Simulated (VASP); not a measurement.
# H3WO2 (C2/m) in VASP: single point with PBE

Aim: the single point of H3WO2 with PBE.

All numbers are computed with VASP 6.6.1; they aren't measurements. Logs are shortened: lines on timing, memory, paths and dates and some standing lists are left out, and cuts for length are marked.

## 1. The cell of the first run

It takes space group C2/m (No. 12, monoclinic). The conventional cell has a = 7.598 Å, b = 8.515 Å, c = 3.288 Å, α = 90.00°, β = 110.30°, γ = 90.00°. H (site symmetry 1) has 1 O at 1.11 Å within 1.5 Å. Within 1.3 Å of H (site symmetry m) lie 1 O at 0.97 Å. Within 1.5 Å of O (site symmetry 2) lie 2 H at 1.11 Å. O (site symmetry m) has 1 H at 0.97 Å within 1.3 Å. Within 2.7 Å of W (site symmetry 2) lie 4 O at 2.02 to 2.03 Å and 4 H at 2.51 to 2.54 Å and 1 W at 2.60 Å.

## 2. Single point, PBE

File INCAR:

```
SYSTEM = H3WO2
  PREC = Accurate
  ENCUT = 520
  EDIFF = 1E-6
  ISMEAR = -1
  SIGMA = 0.0492
  LREAL = .FALSE.
  LASPH = .TRUE.
  NELM = 100
  ALGO = Normal
  ISIF = 2
  LWAVE = .FALSE.
  LCHARG = .FALSE.
  GGA = PE
  NBANDS = 41
```

File KPOINTS:

```
Automatic mesh
0
G
  4 4 7
  0 0 0
```

File POSCAR:

```
H3WO2
1.0
    3.7987610000      4.2574990000      0.0000000000
    3.7987610000     -4.2574990000      0.0000000000
    1.1408860000      0.0000000000     -3.0842330000
H O W
6 4 2
Direct
    0.2250000000      0.9890000000      0.9960000000
    0.0110000000      0.7750000000      0.0040000000
    0.7750000000      0.0110000000      0.0040000000
    0.9890000000      0.2250000000      0.9960000000
    0.2370000000      0.2370000000      0.3690000000
    0.7630000000      0.7630000000      0.6310000000
    0.2066000000      0.7934000000      0.0000000000
    0.7934000000      0.2066000000      0.0000000000
    0.2857000000      0.2857000000      0.6048000000
    0.7143000000      0.7143000000      0.3952000000
    0.3474000000      0.6526000000      0.5000000000
    0.6526000000      0.3474000000      0.5000000000
```

Potentials or basis: VASP PAW PBE potentials, release 64 (H, O, W_sv).

Started as:

```bash
cat potpaw_PBE.64/H/POTCAR potpaw_PBE.64/O/POTCAR potpaw_PBE.64/W_sv/POTCAR > POTCAR
mpirun -np 1 vasp_std > vasp.out
```

OUTCAR:

```text
SYSTEM = H3WO2
   PREC = Accurate
   ENCUT = 520
   EDIFF = 1E-6
   ISMEAR = -1
   LREAL = .FALSE.
   LASPH = .TRUE.
   NELM = 100
   ISIF = 2
   GGA = PE

 ion  position               nearest neighbor table
   1  0.225  0.989  0.996-   7 1.11
   2  0.011  0.775  0.004-   7 1.11
   3  0.775  0.011  0.004-   8 1.11
   4  0.989  0.225  0.996-   8 1.11
   5  0.237  0.237  0.369-   9 0.97
   6  0.763  0.763  0.631-  10 0.97
   7  0.207  0.793  0.000-   1 1.11   2 1.11  11 2.03  11 2.03
   8  0.793  0.207  0.000-   3 1.11   4 1.11  12 2.03  12 2.03
   9  0.286  0.286  0.605-   5 0.97  11 2.02  12 2.02
  10  0.714  0.714  0.395-   6 0.97  11 2.02  12 2.02
  11  0.347  0.653  0.500-   9 2.02  10 2.02   7 2.03   7 2.03  12 2.60
  12  0.653  0.347  0.500-   9 2.02  10 2.02   8 2.03   8 2.03  11 2.60

  LATTYP: Found a base centered monoclinic cell.
 ALAT       =     7.5975220000
 B/A-ratio  =     1.1207599004
 C/A-ratio  =     0.4328361313
 COS(beta)  =    -0.3469339317

  Lattice vectors:

 A1 = (  -3.7987610000,  -4.2574990000,   0.0000000000)
 A2 = (  -3.7987610000,   4.2574990000,   0.0000000000)
 A3 = (   1.1408860000,   0.0000000000,  -3.0842330000)

Analysis of symmetry for initial positions (statically):
=====================================================================
 Subroutine PRICEL returns:
 Original cell was already a primitive cell.

 Routine SETGRP: Setting up the symmetry group for a
 base centered monoclinic supercell.

 Subroutine GETGRP returns: Found  4 space group operations
 (whereof  4 operations were pure point group operations)
 out of a pool of  4 trial point group operations.

The static configuration has the point symmetry C_2h.

Analysis of symmetry for dynamics (positions and initial velocities):
=====================================================================
 Subroutine PRICEL returns:
 Original cell was already a primitive cell.

 Routine SETGRP: Setting up the symmetry group for a
 base centered monoclinic supercell.

 Subroutine GETGRP returns: Found  4 space group operations
 (whereof  4 operations were pure point group operations)
 out of a pool of  4 trial point group operations.

The dynamic configuration has the point symmetry C_2h.

 Subroutine INISYM returns: Found  4 space group operations
 (whereof  4 operations are pure point group operations),
 and found     1 'primitive' translations

----------------------------------------------------------------------------------------

                                     Primitive cell

  volume of cell :      99.7640

  direct lattice vectors                    reciprocal lattice vectors
     3.798761000  4.257499000  0.000000000     0.131621863  0.117439840  0.048688131
     3.798761000 -4.257499000  0.000000000     0.131621863 -0.117439840  0.048688131
     1.140886000  0.000000000 -3.084233000     0.000000000  0.000000000 -0.324229719

  length of vectors
     5.705863902  5.705863902  3.288482030     0.182994439  0.182994439  0.324229719

  position of ions in fractional coordinates (direct lattice)
     0.225000000  0.989000000  0.996000000
     0.011000000  0.775000000  0.004000000
     0.775000000  0.011000000  0.004000000
     0.989000000  0.225000000  0.996000000
     0.237000000  0.237000000  0.369000000
     0.763000000  0.763000000  0.631000000
     0.206600000  0.793400000  0.000000000
     0.793400000  0.206600000  0.000000000
     0.285700000  0.285700000  0.604800000
     0.714300000  0.714300000  0.395200000
     0.347400000  0.652600000  0.500000000
     0.652600000  0.347400000  0.500000000

  ion indices of the primitive-cell ions
   primitive index   ion index
                 1           1
                 2           2
                 3           3
                 4           4
                 5           5
                 6           6
                 7           7
                 8           8
                 9           9
                10          10
                11          11
                12          12

----------------------------------------------------------------------------------------

 KPOINTS: Automatic mesh

Automatic generation of k-mesh.
 Grid dimensions read from file:
 generate k-points for:    4    4    7

 Generating k-lattice:

  Cartesian coordinates                     Fractional coordinates (reciprocal lattice)
     0.032905466  0.029359960  0.012172033     0.250000000 -0.000000000  0.000000000
     0.032905466 -0.029359960  0.012172033    -0.000000000  0.250000000  0.000000000
     0.000000000  0.000000000 -0.046318531     0.000000000  0.000000000  0.142857143

  Length of vectors
     0.045748610  0.045748610  0.046318531

  Shift w.r.t. Gamma in fractional coordinates (k-lattice)
     0.000000000  0.000000000  0.000000000

 Subroutine IBZKPT returns following result:
 ===========================================

 Found     37 irreducible k-points:

 Following reciprocal coordinates:
            Coordinates               Weight
  0.000000  0.000000  0.000000      1.000000
  0.250000 -0.000000  0.000000      4.000000
  0.500000 -0.000000  0.000000      2.000000
  0.250000  0.250000  0.000000      2.000000
  0.500000  0.250000  0.000000      4.000000
 -0.250000  0.250000  0.000000      2.000000
[... 16 lines left out ...]
  0.500000  0.250000  0.285714      4.000000
 -0.250000  0.250000  0.285714      4.000000
 [... further k-points ...]
   k-points           NKPTS =     37   k-points in BZ     NKDIM =     37   number of bands    NBANDS=     41
   number of dos      NEDOS =    301   number of ions     NIONS =     12
   total plane-waves  NPLWV =  42336
   dimension x,y,z NGX =    42 NGY =   42 NGZ =   24
   dimension x,y,z NGXF=    84 NGYF=   84 NGZF=   48
   ions per type =               6   4   2
   NGX,Y,Z   is equivalent  to a cutoff of  12.24, 12.24, 12.13 a.u.
   NGXF,Y,Z  is equivalent  to a cutoff of  24.47, 24.47, 24.27 a.u.
 SYSTEM =  H3WO2
   PREC   = accura    normal or accurate (medium, high low for compatibility)
   ISTART =      0    job   : 0-new  1-cont  2-samecut
   ICHARG =      2    charge: 1-file 2-atom 10-const
   ISPIN  =      1    spin polarized calculation?
   LNONCOLLINEAR =      F non collinear calculations
   LSORBIT =      F    spin-orbit coupling
   LASPH  =      T    aspherical Exc in radial PAW
   ENCUT  =  520.0 eV  38.22 Ry    6.18 a.u.  10.61 10.61  6.11*2*pi/ulx,y,z
   NELM   =    100;   NELMIN=  2; NELMDL= -5     # of ELM steps
   EDIFF  = 0.1E-05   stopping-criterion for ELM
   LREAL  =      F    real-space projection
   EDIFFG = 0.1E-04   stopping-criterion for IOM
   NSW    =      0    number of steps for IOM
   IBRION =     -1    ionic relax: 0-MD 1-quasi-New 2-CG
   NFREE  =      0    steps in history (QN), initial steepest desc. (CG)
   ISIF   =      2    stress and relaxation
   ISYM   =      2    0-nonsym 1-usesym 2-fastsym
   POTIM  = 0.5000    time-step for ionic-motion
   TEBEG  =    0.0;   TEEND  =   0.0 temperature during run
   PSTRESS=    0.0 pullay stress
   NELECT =      58.0000    total number of electrons
   NUPDOWN=      -1.0000    fix difference up-down
   EMIN   =  10.00;   EMAX   =-10.00  energy-range for DOS
   EFERMI =   0.00;   METHOD = LEGACY
   ISMEAR =    -1;   SIGMA  =   0.05  broadening in eV -4-tet -1-fermi 0-gaus
   EFERMI_NEDOS =   21; number of points for ismear=-14 and -15
   IALGO  =     38    algorithm
   IMIX   =      4    mixing-type and parameters
     AMIX     =   0.40;   BMIX     =  1.00
     AMIX_MAG =   1.60;   BMIX_MAG =  1.00
  volume/ion in A,a.u.               =       8.31        56.10
  Fermi-wavevector in a.u.,A,eV,Ry     =   1.366343  2.582013 25.400607  1.866892
  Thomas-Fermi vector in A             =   2.492492
   LORBIT       =      0    0 simple, 1 ext, 2 COOP (PROOUT), +10 PAW based schemes
   GGA     = PE    functional components
   LHFCALC =     F    Hartree Fock is set to
   AEXX    =    0.0000 exact exchange contribution
   IVDW    =     0    specifies the selected vdW correction
   LEPSILON=     F    determine dielectric tensor
   LRPA    =     F    only Hartree local field effects (RPA)
 non-spin polarized calculation
  energy-cutoff  :      520.00
  volume of cell :       99.76
 maximum number of plane-waves:      2706
   NGX = 21   NGY = 21   NGZ = 13

 number of electron      58.0000022 magnetization

 Free energy of the ion-electron system (eV)
  ---------------------------------------------------
  ext. energy  EPLUGINS =         0.00000000
  ---------------------------------------------------
  free energy    TOTEN  =       -63.35466122 eV

  energy without entropy =      -63.29107686  energy(sigma->0) =      -63.32286904

 E-fermi :   6.4475     XC(G=0): -10.7982

 val. band max:        6.4339539013   @ k =   0.2500  -0.0000   0.4286
 cond. band min:       6.4520851681   @ k =   0.5000   0.5000   0.1429
 fundamental gap:      0.0181312669
 Fermi energy:         6.4475280365

 k-point     1 :       0.0000    0.0000    0.0000
  band No.  band energies     occupation
      1     -68.4546      2.00000
      2     -68.3952      2.00000
      3     -33.3699      2.00000
      4     -32.8489      2.00000
      5     -32.7083      2.00000
      6     -32.6156      2.00000
[... 33 lines left out ...]
     40      12.8317      0.00000
     41      12.9323      0.00000

 k-point     2 :       0.2500   -0.0000    0.0000
  band No.  band energies     occupation
      1     -68.4546      2.00000
      2     -68.3953      2.00000
      3     -33.3699      2.00000
      4     -32.8511      2.00000
      5     -32.7065      2.00000
      6     -32.6161      2.00000
[... 957 lines left out ...]
     40      12.7180      0.00000
     41      12.8400      0.00000

 k-point    24 :      -0.2500    0.2500    0.2857
  band No.  band energies     occupation
      1     -68.4510      2.00000
      2     -68.3918      2.00000
      3     -33.3461      2.00000
      4     -32.8985      2.00000
      5     -32.7793      2.00000
      6     -32.6989      2.00000
[... 33 lines left out ...]
     40      12.7167      0.00000
     41      12.7479      0.00000

 [... further k-points ...]

------------------------ aborting loop because EDIFF is reached ----------------------------------------

  FORCE on cell =-STRESS in cart. coord.  units (eV):
  Direction    XX          YY          ZZ          XY          YZ          ZX
  --------------------------------------------------------------------------------------
  -------------------------------------------------------------------------------------
  Total       11.7718978     12.5823433      9.0835930      0.0000000      0.0000000     -1.8950124
  in kB      189.0529094    202.0684040    145.8795953      0.0000000      0.0000000    -30.4332928
  external PRESSURE =     179.0003029 kB  Pullay stress =       0.0000000 kB

 VOLUME and BASIS-vectors are now :
 -----------------------------------------------------------------------------
  energy-cutoff  :      520.00
  volume of cell :       99.76
      direct lattice vectors                 reciprocal lattice vectors
     3.798761000  4.257499000  0.000000000     0.131621863  0.117439840  0.048688131
     3.798761000 -4.257499000  0.000000000     0.131621863 -0.117439840  0.048688131
     1.140886000  0.000000000 -3.084233000     0.000000000  0.000000000 -0.324229719

 POSITION                                       TOTAL-FORCE (eV/Angst)
 -----------------------------------------------------------------------------------
      5.74802     -3.25273     -3.07190        -0.308457      1.015447      0.312976
      2.99039     -3.25273     -0.01234         0.308457      1.015447     -0.312976
      2.99039      3.25273     -0.01234         0.308457     -1.015447     -0.312976
      5.74802      3.25273     -3.07190        -0.308457     -1.015447      0.312976
      2.22160      0.00000     -1.13808        -1.302035      0.000000      1.157282
      6.51681      0.00000     -1.94615         1.302035      0.000000     -1.157282
      3.79876     -2.49830      0.00000        -0.000000     -5.675133      0.000000
      3.79876      2.49830      0.00000        -0.000000      5.675133      0.000000
      2.86062      0.00000     -1.86534        -1.304412      0.000000     -1.349589
      5.87779      0.00000     -1.21889         1.304412      0.000000      1.349589
      4.36920     -1.29939     -1.54212        -0.000000      2.115726      0.000000
      4.36920      1.29939     -1.54212        -0.000000     -2.115726      0.000000
 -----------------------------------------------------------------------------------
    total drift:                                0.000000     -0.000000     -0.000000

  FREE ENERGIE OF THE ION-ELECTRON SYSTEM (eV)
  ---------------------------------------------------
  free  energy   TOTEN  =       -63.3546612214 eV

  energy  without entropy=      -63.2910768641  energy(sigma->0) =      -63.32286904
```

It took 79 s on 1 thread of Intel Xeon 6975P-C (Granite Rapids), shared host; peak memory 0.27 GiB.

Results:

```
Free energy            : -63.3547 eV
Pressure               : 17.9 GPa
Largest force          : 5.675 eV/Å
Band gap on the k mesh : zero (bands 29 and 30 overlap by 0.44 eV)
```

Forces on the atoms (eV/Å):
```
H   -0.308  1.015  0.313
H    0.308  1.015 -0.313
H    0.308 -1.015 -0.313
H   -0.308 -1.015  0.313
H   -1.302  0.000  1.157
H    1.302  0.000 -1.157
O    0.000 -5.675  0.000
O    0.000  5.675  0.000
O   -1.304  0.000 -1.350
O    1.304  0.000  1.350
W    0.000  2.116  0.000
W    0.000 -2.116  0.000
```

Caveat: the cell stands under pressure; spin-orbit coupling is left out, which moves the levels of the heavy elements; forces of over 1 eV/Å act on the atoms, so gaps and moduli don't describe the material at rest.
